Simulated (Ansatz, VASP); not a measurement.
Two plane-wave programs on WSe2

```
W Se
1.0
    -3.27115    0.00000    0.00000
    -1.63558   -2.83290    0.00000
    -2.04463   -1.18047   13.22067
W Se
2 4
Cartesian
  -1.6356 -0.9443 9.9155
  -3.2712 -1.8886 3.3052
  -1.6356 -0.9443 1.6312
  -3.2712 -1.8886 8.2416
  -1.6356 -0.9443 4.9791
  -3.2712 -1.8886 11.5894
```

Alike in both runs: task single point; functional PBEsol; k mesh 9 × 9 × 2; occupations gaussian, width 0.05 eV; no spin polarisation.

```csv
,VASP,Ansatz
version,VASP 6.6.1,Ansatz 0.2.0
potentials or method,"VASP PAW PBE potentials, release 64 (W_sv, Se), cutoff 520 eV","scalar-relativistic, plane waves, PAW"
valence electrons in the cell,52,92
```

Ansatz gave:

```
gap on the k mesh at the Fermi level (eV)                     : 1.08
least direct gap on the mesh (eV)                             : 1.64
pressure (GPa)                                                : 0.6
traceless stress, the component that is largest in VASP (GPa) : 1.06
rms of the force components (eV/Å)                            : 0.095
```

Problem. What did VASP give for the same quantities?

Solution. gap on the k mesh at the Fermi level (eV): 1.07; least direct gap on the mesh (eV): 1.64; pressure (GPa): 1.1; traceless stress, the component that is largest in VASP (GPa): 1.16; rms of the force components (eV/Å): 0.079.

VASP's potentials were made for PBE, not for PBEsol. Atom by atom the forces differ by 0.028 eV/Å (rms over components). The functional is the same, so the differences come from potentials, cutoffs and numerics. VASP's potentials hold 52 valence electrons a cell and Ansatz's 92, so a difference there can come from the potentials and not from the codes.

Spin-orbit coupling is off throughout.
